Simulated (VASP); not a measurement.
Wanted: the native input for a VASP 6.6.1 run.

```yaml
Task: single point
Functional: PBEsol
Potentials_or_basis: VASP PAW PBE potentials, release 64 (Re)
Cutoff: 520 eV
k_mesh: 15 × 15 × 15
Occupations: fermi-dirac, width 0.05 eV
Spin: no spin polarisation
Dipole_correction: no
Further_INCAR_settings: ALGO = Normal; EDIFF = 1e-06; NBANDS = 18
```

The structure of Re lies in POSCAR:

```
Re
1.0
    1.3839231524      0.7990084046      6.8995663312
   -1.3839231524      0.7990084046      6.8995663312
    0.0000000000     -1.5980168092      6.8995663312
Re
3
Direct
    0.0000000000      0.0000000000      0.0000000000
    0.2221738800      0.2221738800      0.2221738800
    0.7778261200      0.7778261200      0.7778261200
```

This cell differs from its parent crystal: zz strain of +3 %.

The input as run:

INCAR

```
  PREC = Accurate
  ENCUT = 520
  EDIFF = 1E-6
  ISMEAR = -1
  SIGMA = 0.05
  LREAL = False
  LASPH = True
  NELM = 80
  ALGO = Normal
  ISIF = 2
  LWAVE = False
  LCHARG = False
  GGA = PS
  NBANDS = 18
```

KPOINTS

```
regular mesh
0
Gamma
  15 15 15
```

Potentials or basis: VASP PAW PBE potentials, release 64 (Re).

The run is started by

```console
$ cat potpaw_PBE.64/Re/POTCAR > POTCAR
$ mpirun -np 1 vasp_std > vasp.out
```

Results of the run:

- Pressure: -16.6 GPa
- Largest force: 0.081 eV/Å
- Band gap on the k mesh: zero (an odd number of electrons rules out a gap without spin polarisation)

Caveat: the cell differs from its parent crystal (zz strain of +3 %); the stress differs along the axes, from -25 to -13 GPa; the PAW data sets were made with another functional, which shifts forces and pressure a little; spin-orbit coupling is left out, which moves the levels of the heavy elements.

Run time: 20 min on 1 thread of Intel(R) Xeon(R) Platinum 8488C (Sapphire Rapids) (shared host), peak memory 0.55 GiB.
